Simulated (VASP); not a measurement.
# NbRu3: single point with LDA

Crystal: NbRu3.

```xyz
4
Lattice="3.9057 0.0000 0.0000 0.0000 3.9057 0.0000 0.0000 0.0000 3.9057" Properties=species:S:1:pos:R:3 pbc="T T T"
Nb    0.0000    0.0000    0.0000
Ru    0.0000    1.9528    1.9528
Ru    1.9528    0.0000    1.9528
Ru    1.9528    1.9528    0.0000
```

```json
{
 "Program": "VASP 6.6.1",
 "Task": "single point",
 "Functional": "LDA",
 "Potentials or basis": "VASP PAW LDA potentials, release 64 (Nb_sv, Ru_pv)",
 "Cutoff": "520 eV",
 "k mesh": "9 × 9 × 9",
 "Occupations": "fermi-dirac, width 0.05 eV",
 "Spin": "no spin polarisation",
 "Dipole correction": "no",
 "Further INCAR settings": "ALGO = Normal; EDIFF = 1e-06; NBANDS = 36"
}
```

```
Pressure               : -15.9 GPa
Band gap on the k mesh : zero (an odd number of electrons rules out a gap without spin polarisation)
```

Levels at points of the mesh, in eV from the Fermi level:
```tsv
k point	band 24	band 25	band 26	band 27	band 28	band 29	band 30	band 31	band 32	band 33
(0.00, 0.00, 0.00)	0.47	0.47	1.73	2.24	2.24	2.24	3.54	3.54	3.91	3.91
```

It took 38 s on 1 thread of Intel(R) Xeon(R) 6975P-C (Granite Rapids), on a shared host, peak memory 0.18 GiB.

Caveat: the cell stands under tension.
